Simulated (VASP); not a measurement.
# PbSe (Pm-3m) in VASP: a series of runs

The runs below take PbSe through single point, with PBE.

Everything below comes from runs of VASP 6.6.1. Logs are shortened: lines on timing, memory, paths and dates and some standing lists are left out, and cuts for length are marked.

## (1) The cell of the first run

The structure is cubic, space group Pm-3m (No. 221). Conventional cell: a = 3.783 Å, b = 3.783 Å, c = 3.783 Å, α = 90.00°, β = 90.00°, γ = 90.00°. Within 4.3 Å of Pb (site symmetry m-3m) lie 8 Se at 3.28 Å and 6 Pb at 3.78 Å. Within 4.3 Å of Se (site symmetry m-3m) lie 8 Pb at 3.28 Å and 6 Se at 3.78 Å.

## (2) Single point, PBE (27.07 Å³/atom)

INCAR

```
SYSTEM = PbSe
ALGO = Normal
EDIFF = 1E-6
ENCUT = 520
GGA = PE
ISIF = 2
ISMEAR = 0
LASPH = .True.
LCHARG = .False.
LREAL = .False.
LWAVE = .False.
NBANDS = 17
NELM = 80
PREC = Accurate
SIGMA = 0.05
```

KPOINTS

```
k-points
0
Gamma
  10 10 10
  0 0 0
```

POSCAR

```
PbSe
1.0
    3.7829676838      0.0000000000      0.0000000000
    0.0000000000      3.7829676838      0.0000000000
    0.0000000000      0.0000000000      3.7829676838
Pb Se
1 1
Direct
    0.0000000000      0.0000000000      0.0000000000
    0.5000000000      0.5000000000      0.5000000000
```

Potentials or basis: VASP PAW PBE potentials, release 64 (Pb_d, Se).

The run is started by

```
$ cat potpaw_PBE.64/Pb_d/POTCAR potpaw_PBE.64/Se/POTCAR > POTCAR
$ mpirun -np 1 vasp_std > vasp.out
```

OUTCAR:

```text
SYSTEM = PbSe
   EDIFF = 1E-6
   ENCUT = 520
   GGA = PE
   ISIF = 2
   ISMEAR = 0
   LASPH = .True.
   LREAL = .False.
   NELM = 80
   PREC = Accurate

 ion  position               nearest neighbor table
   1  0.000  0.000  0.000-   2 3.28   2 3.28   2 3.28   2 3.28   2 3.28   2 3.28   2 3.28   2 3.28

   2  0.500  0.500  0.500-   1 3.28   1 3.28   1 3.28   1 3.28   1 3.28   1 3.28   1 3.28   1 3.28

  LATTYP: Found a simple cubic cell.
 ALAT       =     3.7829676838

  Lattice vectors:

 A1 = (   3.7829676838,   0.0000000000,   0.0000000000)
 A2 = (   0.0000000000,   3.7829676838,   0.0000000000)
 A3 = (   0.0000000000,   0.0000000000,   3.7829676838)

Analysis of symmetry for initial positions (statically):
=====================================================================
 Subroutine PRICEL returns:
 Original cell was already a primitive cell.

 Routine SETGRP: Setting up the symmetry group for a
 simple cubic supercell.

 Subroutine GETGRP returns: Found 48 space group operations
 (whereof 48 operations were pure point group operations)
 out of a pool of 48 trial point group operations.

The static configuration has the point symmetry O_h .

Analysis of symmetry for dynamics (positions and initial velocities):
=====================================================================
 Subroutine PRICEL returns:
 Original cell was already a primitive cell.

 Routine SETGRP: Setting up the symmetry group for a
 simple cubic supercell.

 Subroutine GETGRP returns: Found 48 space group operations
 (whereof 48 operations were pure point group operations)
 out of a pool of 48 trial point group operations.

The dynamic configuration has the point symmetry O_h .

 Subroutine INISYM returns: Found 48 space group operations
 (whereof 48 operations are pure point group operations),
 and found     1 'primitive' translations

----------------------------------------------------------------------------------------

                                     Primitive cell

  volume of cell :      54.1375

  direct lattice vectors                    reciprocal lattice vectors
     3.782967684  0.000000000  0.000000000     0.264342729  0.000000000  0.000000000
     0.000000000  3.782967684  0.000000000     0.000000000  0.264342729  0.000000000
     0.000000000  0.000000000  3.782967684     0.000000000  0.000000000  0.264342729

  length of vectors
[... 80 lines left out ...]
   ENCUT  =  520.0 eV  38.22 Ry    6.18 a.u.   7.03  7.03  7.03*2*pi/ulx,y,z
   NELM   =     80;   NELMIN=  2; NELMDL= -5     # of ELM steps
   EDIFF  = 0.1E-05   stopping-criterion for ELM
   LREAL  =      F    real-space projection
   EDIFFG = 0.1E-04   stopping-criterion for IOM
   NSW    =      0    number of steps for IOM
   IBRION =     -1    ionic relax: 0-MD 1-quasi-New 2-CG
   NFREE  =      0    steps in history (QN), initial steepest desc. (CG)
   ISIF   =      2    stress and relaxation
   ISYM   =      2    0-nonsym 1-usesym 2-fastsym
   POTIM  = 0.5000    time-step for ionic-motion
   TEBEG  =    0.0;   TEEND  =   0.0 temperature during run
   PSTRESS=    0.0 pullay stress
   NELECT =      20.0000    total number of electrons
   NUPDOWN=      -1.0000    fix difference up-down
   EMIN   =  10.00;   EMAX   =-10.00  energy-range for DOS
   EFERMI =   0.00;   METHOD = LEGACY
   ISMEAR =     0;   SIGMA  =   0.05  broadening in eV -4-tet -1-fermi 0-gaus
   EFERMI_NEDOS =   21; number of points for ismear=-14 and -15
   IALGO  =     38    algorithm
   IMIX   =      4    mixing-type and parameters
     AMIX     =   0.40;   BMIX     =  1.00
     AMIX_MAG =   1.60;   BMIX_MAG =  1.00
  volume/ion in A,a.u.               =      27.07       182.67
  Fermi-wavevector in a.u.,A,eV,Ry     =   1.174678  2.219820 18.774252  1.379869
  Thomas-Fermi vector in A             =   2.311071
   LORBIT       =      0    0 simple, 1 ext, 2 COOP (PROOUT), +10 PAW based schemes
   GGA     = PE    functional components
   LHFCALC =     F    Hartree Fock is set to
   AEXX    =    0.0000 exact exchange contribution
   IVDW    =     0    specifies the selected vdW correction
   LEPSILON=     F    determine dielectric tensor
   LRPA    =     F    only Hartree local field effects (RPA)
 non-spin polarized calculation
 Gauss-broadening in eV      SIGMA  =   0.05
  energy-cutoff  :      520.00
  volume of cell :       54.14
 maximum number of plane-waves:      1472
   NGX = 15   NGY = 15   NGZ = 15

 number of electron      20.0000009 magnetization

 Free energy of the ion-electron system (eV)
  ---------------------------------------------------
  ext. energy  EPLUGINS =         0.00000000
  ---------------------------------------------------
  free energy    TOTEN  =        -7.72041074 eV

  energy without entropy =       -7.71907116  energy(sigma->0) =       -7.71974095

 E-fermi :   5.3495     XC(G=0):  -9.9583

 val. band max:        5.3341474883   @ k =   0.5000   0.5000   0.4000
 cond. band min:       5.3504712499   @ k =   0.5000   0.5000   0.0000
 fundamental gap:      0.0163237616
 Fermi energy:         5.3495174739

 k-point     1 :       0.0000    0.0000    0.0000
  band No.  band energies     occupation
      1     -11.6022      2.00000
      2     -11.6022      2.00000
      3     -11.4522      2.00000
      4     -11.4522      2.00000
      5     -11.4522      2.00000
      6      -7.8510      2.00000
[... 457 lines left out ...]
      4     -11.4840      2.00000
      5     -11.4574      2.00000
      6      -7.1266      2.00000
[... 9 lines left out ...]
     16      15.6783      0.00000
     17      15.8655      0.00000

 [... further k-points ...]

------------------------ aborting loop because EDIFF is reached ----------------------------------------

  FORCE on cell =-STRESS in cart. coord.  units (eV):
  Direction    XX          YY          ZZ          XY          YZ          ZX
  --------------------------------------------------------------------------------------
  -------------------------------------------------------------------------------------
  Total       -0.0067078     -0.0067078     -0.0067078     -0.0000000     -0.0000000      0.0000000
  in kB       -0.1985137     -0.1985137     -0.1985137     -0.0000000     -0.0000000      0.0000000
  external PRESSURE =      -0.1985137 kB  Pullay stress =       0.0000000 kB

 VOLUME and BASIS-vectors are now :
 -----------------------------------------------------------------------------
  energy-cutoff  :      520.00
  volume of cell :       54.14
      direct lattice vectors                 reciprocal lattice vectors
     3.782967684  0.000000000  0.000000000     0.264342729  0.000000000  0.000000000
     0.000000000  3.782967684  0.000000000     0.000000000  0.264342729  0.000000000
     0.000000000  0.000000000  3.782967684     0.000000000  0.000000000  0.264342729

 POSITION                                       TOTAL-FORCE (eV/Angst)
 -----------------------------------------------------------------------------------
      0.00000      0.00000      0.00000         0.000000      0.000000      0.000000
      1.89148      1.89148      1.89148         0.000000      0.000000      0.000000
 -----------------------------------------------------------------------------------
    total drift:                               -0.000000      0.000000     -0.000000

  FREE ENERGIE OF THE ION-ELECTRON SYSTEM (eV)
  ---------------------------------------------------
  free  energy   TOTEN  =        -7.7204107406 eV

  energy  without entropy=       -7.7190711643  energy(sigma->0) =       -7.71974095
```

OSZICAR:

```text
N       E                     dE             d eps       ncg     rms          rms(c)
DAV:   1     0.154905320347E+03    0.15491E+03   -0.95909E+03  1912   0.122E+03
DAV:   2     0.303957796855E+01   -0.15187E+03   -0.14671E+03  2055   0.312E+02
DAV:   3    -0.791721167381E+01   -0.10957E+02   -0.10771E+02  2400   0.881E+01
DAV:   4    -0.816101931046E+01   -0.24381E+00   -0.24359E+00  2369   0.144E+01
DAV:   5    -0.816924011856E+01   -0.82208E-02   -0.82205E-02  2646   0.261E+00    0.289E+00
DAV:   6    -0.772742142620E+01    0.44182E+00   -0.10620E+00  2850   0.696E+00    0.152E+00
DAV:   7    -0.772168283706E+01    0.57386E-02   -0.11021E-01  2166   0.158E+00    0.877E-01
DAV:   8    -0.772173538575E+01   -0.52549E-04   -0.18461E-02  2463   0.129E+00    0.205E-01
DAV:   9    -0.772058204154E+01    0.11533E-02   -0.94541E-03  2743   0.687E-01    0.803E-02
DAV:  10    -0.772043746606E+01    0.14458E-03   -0.16010E-03  2723   0.248E-01    0.339E-02
DAV:  11    -0.772040946467E+01    0.28001E-04   -0.18489E-04  2514   0.818E-02    0.336E-03
DAV:  12    -0.772041151278E+01   -0.20481E-05   -0.15678E-05  2138   0.264E-02    0.337E-03
DAV:  13    -0.772041074057E+01    0.77220E-06   -0.20391E-06  1646   0.912E-03
   1 F= -.77204107E+01 E0= -.77197410E+01  d E =-.133958E-02
```

stdout:

```text
POSCAR found type information on POSCAR PbSe
 POSCAR found :  2 types and       2 ions
 scaLAPACK will be used
 LDA part: xc-table for (Slater+PW92), standard interpolation
 POSCAR, INCAR and KPOINTS ok, starting setup
 FFT: planning ... GRIDC
 FFT: planning ... GRID_SOFT
 FFT: planning ... GRID
 WAVECAR not read
 entering main loop
```

It took 58 s on 1 thread of Intel Xeon 8259CL, shared host; peak memory 0.19 GiB.

What came out:

| Property | Result |
| --- | --- |
| Free energy | -7.7204 eV |
| Pressure | 0.0 GPa |
| Band gap on the k mesh | zero (bands 10 and 11 overlap by 0.64 eV) |

Levels at points of the mesh, in eV from the Fermi level:
| k point | band 6 | band 7 | band 8 | band 9 | band 10 | band 11 | band 12 | band 13 | band 14 | band 15 |
| --- | --- | --- | --- | --- | --- | --- | --- | --- | --- | --- |
| (0.00, 0.00, 0.00) | -13.20 | -7.06 | -1.48 | -1.48 | -1.48 | 5.13 | 5.13 | 6.07 | 6.07 | 6.07 |
| (0.50, 0.00, 0.00) | -12.15 | -8.96 | -0.27 | -0.26 | -0.26 | 0.11 | 3.41 | 3.41 | 6.51 | 8.38 |
| (0.50, 0.50, 0.00) | -11.51 | -7.47 | -4.34 | -4.34 | 0.00 | 4.13 | 4.13 | 4.99 | 6.79 | 8.70 |
| (0.50, 0.50, 0.50) | -11.27 | -6.42 | -2.33 | -2.33 | -2.33 | -0.59 | -0.59 | -0.59 | 13.79 | 13.79 |

Caveat: semilocal functionals underestimate gaps, so a narrow gap can read as zero; spin-orbit coupling is left out, which moves the levels of the heavy elements.

## (3) Single point, PBE

This run uses another cell than the first one: it holds 16 atoms, not 2.

INCAR

```
SYSTEM = PbSe
PREC     = Accurate       ! precision mode
ENCUT    = 520            ! plane-wave cutoff, eV
EDIFF    = 1E-6           ! SCF threshold, eV
ISMEAR   = 0              ! smearing method
SIGMA    = 0.05           ! smearing width, eV
LREAL    = Auto         
LASPH    = .True.         ! aspherical terms in the spheres
NELM     = 60             ! most SCF steps
ALGO     = Normal         ! electronic algorithm
ISIF     = 2              ! what is computed and relaxed
LWAVE    = .False.        ! write WAVECAR
LCHARG   = .True.         ! write CHGCAR
GGA      = PE             ! functional
LELF     = .True.         ! ELF
LVHAR    = .True.       
NBANDS   = 94             ! bands
```

KPOINTS

```
regular mesh
0
Gamma
  4 4 4
  0 0 0
```

POSCAR

```
PbSe
1.0
    7.5659353676      0.0000000000      0.0000000000
    0.0000000000      7.5659353676      0.0000000000
    0.0000000000      0.0000000000      7.5659353676
Pb Se
8 8
Direct
    0.0000000000      0.0000000000      0.0000000000
    0.0000000000      0.0000000000      0.5000000000
    0.0000000000      0.5000000000      0.0000000000
    0.0000000000      0.5000000000      0.5000000000
    0.5000000000      0.0000000000      0.0000000000
    0.5000000000      0.0000000000      0.5000000000
    0.5000000000      0.5000000000      0.0000000000
    0.5000000000      0.5000000000      0.5000000000
    0.2500000000      0.2500000000      0.2500000000
    0.2500000000      0.2500000000      0.7500000000
    0.2500000000      0.7500000000      0.2500000000
    0.2500000000      0.7500000000      0.7500000000
    0.7500000000      0.2500000000      0.2500000000
    0.7500000000      0.2500000000      0.7500000000
    0.7500000000      0.7500000000      0.2500000000
    0.7500000000      0.7500000000      0.7500000000
```

Potentials or basis: VASP PAW PBE potentials, release 64 (Pb_d, Se).

The run is started by

```
$ cat potpaw_PBE.64/Pb_d/POTCAR potpaw_PBE.64/Se/POTCAR > POTCAR
$ mpirun -np 1 vasp_std > vasp.out
```

Run time: 15 min. Hardware: 1 thread of Intel Xeon 8259CL, shared host; peak memory 0.58 GiB.

It converged, with:

```yaml
Free_energy: -61.7763 eV
Pressure: -0.2 GPa
Band_gap_on_the_k_mesh: zero (bands 80 and 81 overlap by 0.16 eV)
```

Levels at points of the mesh, in eV from the Fermi level:
```csv
k point,band 78,band 79,band 80,band 81,band 82,band 83
"(0.00, 0.00, 0.00)",-0.28,-0.28,-0.28,-0.02,-0.02,-0.02
"(0.50, 0.00, 0.00)",-0.16,-0.16,-0.16,1.52,1.52,1.73
"(0.50, 0.50, 0.00)",-0.44,-0.44,-0.44,0.85,0.85,0.85
"(0.50, 0.50, 0.50)",-1.01,-1.01,-1.01,2.80,2.80,2.80
```

Caveat: semilocal functionals underestimate gaps, so a narrow gap can read as zero; spin-orbit coupling is left out, which moves the levels of the heavy elements.
